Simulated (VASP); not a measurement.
# Sn in VASP: a series of runs

Runs on Sn. Level: PBE. Tasks: single point.

All numbers are computed with VASP 6.6.1; they aren't measurements. Logs are shortened: lines on timing, memory, paths and dates and some standing lists are left out, and cuts for length are marked.

### 1 The cell of the first run

The typed cell holds 1 atom: a = 4.007 Å, b = 3.320 Å, c = 3.319 Å, α = 74.24°, β = 52.88°, γ = 52.87°.

The cell was generated, and may not be a known phase.

### 2 Single point, PBE

INCAR

```
SYSTEM = Sn
ALGO = Fast ; EDIFF = 1E-6
ENCUT = 520 ; GGA = PE
ISIF = 2 ; ISMEAR = 0
LASPH = .TRUE. ; LCHARG = .FALSE.
LREAL = .FALSE. ; LWAVE = .FALSE.
NBANDS = 13 ; NELM = 60
PREC = Accurate ; SIGMA = 0.1
```

KPOINTS

```
k-points
0
G
  20 20 20
  0 0 0
```

POSCAR

```
Sn
1.0
    0.0000000000      2.8329260780      2.8333883583
    1.7297009064      0.0000000000      2.8333883583
    1.7297009064      2.8329260780      0.0000000000
Sn
1
Direct
    0.5000000000      0.5000000000      0.5000000000
```

Potentials or basis: VASP PAW PBE potentials, release 64 (Sn_d).

Run with:

```bash
$ cat potpaw_PBE.64/Sn_d/POTCAR > POTCAR
$ mpirun -np 1 vasp_std > vasp.out
```

OUTCAR:

```text
SYSTEM = Sn
   EDIFF = 1E-6
   ENCUT = 520
   GGA = PE
   ISIF = 2
   ISMEAR = 0
   LASPH = .TRUE.
   LREAL = .FALSE.
   NELM = 60
   PREC = Accurate

 ion  position               nearest neighbor table
   1  0.500  0.500  0.500-

  LATTYP: Found a face centered orthorhombic cell.
 ALAT       =     3.4594018128
 B/A-ratio  =     1.6378126805
 C/A-ratio  =     1.6380799408

  Lattice vectors:

 A1 = (   0.0000000000,   2.8329260780,   2.8333883583)
 A2 = (   1.7297009064,   0.0000000000,   2.8333883583)
 A3 = (   1.7297009064,   2.8329260780,   0.0000000000)

Analysis of symmetry for initial positions (statically):
=====================================================================
 Subroutine PRICEL returns:
 Original cell was already a primitive cell.

 Routine SETGRP: Setting up the symmetry group for a
 face centered orthorhombic supercell.

 Subroutine GETGRP returns: Found  8 space group operations
 (whereof  8 operations were pure point group operations)
 out of a pool of  8 trial point group operations.

The static configuration has the point symmetry D_2h.

Analysis of symmetry for dynamics (positions and initial velocities):
=====================================================================
 Subroutine PRICEL returns:
 Original cell was already a primitive cell.

 Routine SETGRP: Setting up the symmetry group for a
 face centered orthorhombic supercell.

 Subroutine GETGRP returns: Found  8 space group operations
 (whereof  8 operations were pure point group operations)
 out of a pool of  8 trial point group operations.

The dynamic configuration has the point symmetry D_2h.

 Subroutine INISYM returns: Found  8 space group operations
 (whereof  8 operations are pure point group operations),
 and found     1 'primitive' translations

----------------------------------------------------------------------------------------

                                     Primitive cell

  volume of cell :      27.7679

  direct lattice vectors                    reciprocal lattice vectors
     0.000000000  2.832926078  2.833388358    -0.289067317  0.176495957  0.176467161
     1.729700906  0.000000000  2.833388358     0.289067317 -0.176495957  0.176467161
     1.729700906  2.832926078  0.000000000     0.289067317  0.176495957 -0.176467161

  length of vectors
     4.006689376  3.319631729  3.319237170     0.381904956  0.381904956  0.381904956

  position of ions in fractional coordinates (direct lattice)
[... 86 lines left out ...]
   TEBEG  =    0.0;   TEEND  =   0.0 temperature during run
   PSTRESS=    0.0 pullay stress
   NELECT =      14.0000    total number of electrons
   NUPDOWN=      -1.0000    fix difference up-down
   EMIN   =  10.00;   EMAX   =-10.00  energy-range for DOS
   EFERMI =   0.00;   METHOD = LEGACY
   ISMEAR =     0;   SIGMA  =   0.10  broadening in eV -4-tet -1-fermi 0-gaus
   EFERMI_NEDOS =   21; number of points for ismear=-14 and -15
   IALGO  =     68    algorithm
   IMIX   =      4    mixing-type and parameters
     AMIX     =   0.40;   BMIX     =  1.00
     AMIX_MAG =   1.60;   BMIX_MAG =  1.00
  volume/ion in A,a.u.               =      27.77       187.39
  Fermi-wavevector in a.u.,A,eV,Ry     =   1.302977  2.462269 23.099276  1.697749
  Thomas-Fermi vector in A             =   2.434009
   LORBIT       =      0    0 simple, 1 ext, 2 COOP (PROOUT), +10 PAW based schemes
   GGA     = PE    functional components
   LHFCALC =     F    Hartree Fock is set to
   AEXX    =    0.0000 exact exchange contribution
   IVDW    =     0    specifies the selected vdW correction
   LEPSILON=     F    determine dielectric tensor
   LRPA    =     F    only Hartree local field effects (RPA)
 non-spin polarized calculation
 RMM-DIIS sequential band-by-band and
 Gauss-broadening in eV      SIGMA  =   0.10
  energy-cutoff  :      520.00
  volume of cell :       27.77
 maximum number of plane-waves:       766
 NGX is ok and might be reduce to    30
   NGX = 15   NGY = 13   NGZ = 13

 number of electron      14.0000004 magnetization

 Free energy of the ion-electron system (eV)
  ---------------------------------------------------
  ext. energy  EPLUGINS =         0.00000000
  ---------------------------------------------------
  free energy    TOTEN  =        -3.78727938 eV

  energy without entropy =       -3.78469974  energy(sigma->0) =       -3.78598956

 E-fermi :   7.8432     XC(G=0): -10.2625

 val. band max:        7.8402237917   @ k =   0.0000   0.3500   0.3500
 cond. band min:       7.8434926340   @ k =   0.3500   0.2500   0.0500
 fundamental gap:      0.0032688423
 Fermi energy:         7.8431932711

 k-point     1 :       0.0000    0.0000    0.0000
  band No.  band energies     occupation
      1     -13.7414      2.00000
      2     -13.6918      2.00000
      3     -13.6917      2.00000
      4     -13.6411      2.00000
      5     -13.5681      2.00000
      6      -3.1126      2.00000
      7      14.9008      0.00000
      8      14.9058      0.00000
      9      16.4820      0.00000
     10      18.5852      0.00000
     11      19.8027      0.00000
     12      19.9531      0.00000
     13      19.9538      0.00000
[... 354 lines left out ...]
  band No.  band energies     occupation
      1     -13.7593      2.00000
      2     -13.7000      2.00000
      3     -13.6011      2.00000
      4     -13.5683      2.00000
      5     -13.5446      2.00000
      6       0.1715      2.00000
      7       6.0387      2.00000
      8      11.1432      0.00000
      9      12.4249      0.00000
     10      15.5721      0.00000
     11      15.8928      0.00000
     12      20.4891      0.00000
     13      25.8057      0.00000

 [... further k-points ...]

------------------------ aborting loop because EDIFF is reached ----------------------------------------

  FORCE on cell =-STRESS in cart. coord.  units (eV):
  Direction    XX          YY          ZZ          XY          YZ          ZX
  --------------------------------------------------------------------------------------
  -------------------------------------------------------------------------------------
  Total       -0.0138442     -0.0086985     -0.0103389      0.0000000      0.0000000      0.0000000
  in kB       -0.7987936     -0.5018955     -0.5965424      0.0000000      0.0000000      0.0000000
  external PRESSURE =      -0.6324105 kB  Pullay stress =       0.0000000 kB

 VOLUME and BASIS-vectors are now :
 -----------------------------------------------------------------------------
  energy-cutoff  :      520.00
  volume of cell :       27.77
      direct lattice vectors                 reciprocal lattice vectors
     0.000000000  2.832926078  2.833388358    -0.289067317  0.176495957  0.176467161
     1.729700906  0.000000000  2.833388358     0.289067317 -0.176495957  0.176467161
     1.729700906  2.832926078  0.000000000     0.289067317  0.176495957 -0.176467161

 POSITION                                       TOTAL-FORCE (eV/Angst)
 -----------------------------------------------------------------------------------
      1.72970      2.83293      2.83339         0.000000      0.000000      0.000000
 -----------------------------------------------------------------------------------
    total drift:                                0.000000      0.000000      0.000000

  FREE ENERGIE OF THE ION-ELECTRON SYSTEM (eV)
  ---------------------------------------------------
  free  energy   TOTEN  =        -3.7872793778 eV

  energy  without entropy=       -3.7846997437  energy(sigma->0) =       -3.78598956
```

Run time: 8.3 min. Hardware: 1 thread of Intel Xeon Platinum 8259CL at 2.50GHz (Skylake/Cascade Lake), shared host; peak memory 0.49 GiB.

What came out:

* Free energy: -3.7873 eV
* Pressure: -0.1 GPa
* Band gap on the k mesh: zero (bands 7 and 8 overlap by 9.16 eV)

Levels at points of the mesh, in eV from the Fermi level:
```csv
k point,band 4,band 5,band 6,band 7,band 8,band 9,band 10,band 11
"(0.00, 0.00, 0.00)",-21.48,-21.41,-10.96,7.06,7.06,8.64,10.74,11.96
"(0.50, 0.00, 0.00)",-21.40,-21.36,-5.99,-4.18,3.08,4.53,7.23,7.49
"(0.50, 0.50, 0.00)",-21.45,-21.37,-7.04,-4.56,4.98,7.05,9.49,10.01
"(0.50, 0.00, 0.50)",-21.45,-21.37,-7.03,-4.56,4.98,7.05,9.49,10.01
"(0.00, 0.50, 0.50)",-21.38,-21.36,-3.12,-1.30,-1.29,1.58,3.23,5.21
```

Caveat: spin-orbit coupling is left out, which moves the levels of the heavy elements.

(Part 1 of 2 ends here.)

The gap in the log of VASP goes by the Fermi energy; the results here count the filled bands.